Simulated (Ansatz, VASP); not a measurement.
## Two plane-wave programs on Si5Ru

INCAR

```
SYSTEM = Si5Ru
ALGO = Normal
EDIFF = 1E-7
EDIFFG = -0.01
ENCUT = 600
GGA = PE
IBRION = 2
ISIF = 3
ISMEAR = 0
LASPH = .TRUE.
LCHARG = .FALSE.
LREAL = .FALSE.
LWAVE = .FALSE.
NELM = 60
NSW = 100
PREC = Accurate
SIGMA = 0.1
```

Contents of KPOINTS:

```
k-points
0
G
  10 10 10
  0 0 0
```

The input POSCAR:

```
Si5Ru
1.0
    0.0000000000      3.5105404123      3.5105404123
    3.5105404123      0.0000000000      3.5105404123
    3.5105404123      3.5105404123      0.0000000000
Si Ru
5 1
Direct
    0.1250939995      0.1250939995      0.6247180015
    0.1250939995      0.6247180015      0.1250939995
    0.7500000000      0.7500000000      0.7500000000
    0.1250939995      0.1250939995      0.1250939995
    0.6247180015      0.1250939995      0.1250939995
    0.5000000000      0.5000000000      0.5000000000
```

Input for Ansatz:

```yaml
crystal:
  lattice:
    - [0.0, 3.5105404123, 3.5105404123]
    - [3.5105404123, 0.0, 3.5105404123]
    - [3.5105404123, 3.5105404123, 0.0]
  atoms:
    - { symbol: Si, position: [0.1250939995, 0.1250939995, 0.6247180015] }
    - { symbol: Si, position: [0.1250939995, 0.6247180015, 0.1250939995] }
    - { symbol: Si, position: [0.75, 0.75, 0.75] }
    - { symbol: Si, position: [0.1250939995, 0.1250939995, 0.1250939995] }
    - { symbol: Si, position: [0.6247180015, 0.1250939995, 0.1250939995] }
    - { symbol: Ru, position: [0.5, 0.5, 0.5] }
basis:
  ecutwfc: 420
kpoints:
  mp_grid: { grid: [10, 10, 10] }
hamiltonian:
  xc: pbe
scf:
  occupations: { method: gaussian, width: 0.1 }
output:
  forces: true
  stress: true
  eigenvalues: true
relax:
  adjacent_minimum: "off"
  f_tol: 0.01
  max_steps: 80
  cell: { stress_tol: 0.05 }
```

Change from the starting cell: species swapped into the HfNi5 type (F-43m, No. 216).

Alike in both runs: task relaxation of cell and atoms; functional PBE; k mesh 10 × 10 × 10; occupations gaussian, width 0.1 eV; no spin polarisation.

```csv
,VASP,Ansatz
version,VASP 6.6.1,Ansatz 0.2.0
potentials or method,"VASP PAW PBE potentials, release 64 (Si, Ru_pv), cutoff 600 eV","scalar-relativistic, plane waves, PAW"
valence electrons in the cell,34,36
```

```tsv
	VASP	Ansatz	Ansatz less VASP
gap on the k mesh at the Fermi level, each at its own relaxed structure (eV)	none	none	-
relaxed volume (Å³/atom)	14.42	14.42	-0.004
relaxed length of the cell vector where the two differ most in proportion (Å)	4.965	4.964	-0.0005
```

A gap of «none» marks a metal or a gap that the smearing closes. VASP's potentials hold 34 valence electrons a cell and Ansatz's 36, so a difference there can come from the potentials and not from the codes.
